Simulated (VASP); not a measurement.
A run of VASP 6.6.1 is set up as follows.

File INCAR:

```
  PREC = Accurate
  ENCUT = 520
  EDIFF = 1E-6
  ISMEAR = 0
  SIGMA = 0.15
  LREAL = F
  LASPH = T
  NELM = 60
  ALGO = Normal
  ISIF = 2
  LWAVE = F
  LCHARG = F
  GGA = PE
  NBANDS = 13
```

Contents of KPOINTS:

```
Automatic mesh
0
Gamma
  22 22 22
```

The input POSCAR:

```
Mo
1.0
   -1.6345356504      1.6345356504      1.6345356504
    1.6345356504     -1.6345356504      1.6345356504
    1.6345356504      1.6345356504     -1.6345356504
Mo
1
Direct
    0.0000000000      0.0000000000      0.0000000000
```

Potentials or basis: VASP PAW PBE potentials, release 64 (Mo_sv).

Command:

```console
$ cat potpaw_PBE.64/Mo_sv/POTCAR > POTCAR
$ mpirun -np 1 vasp_std > vasp.out
```

Question: Predict the band gap on the k mesh.

Answer: Zero (band 7 reaches 14.27 eV, above the bottom of band 8 at 9.71 eV).

Question: What does it give for the pressure?

Answer: -20.7 GPa.
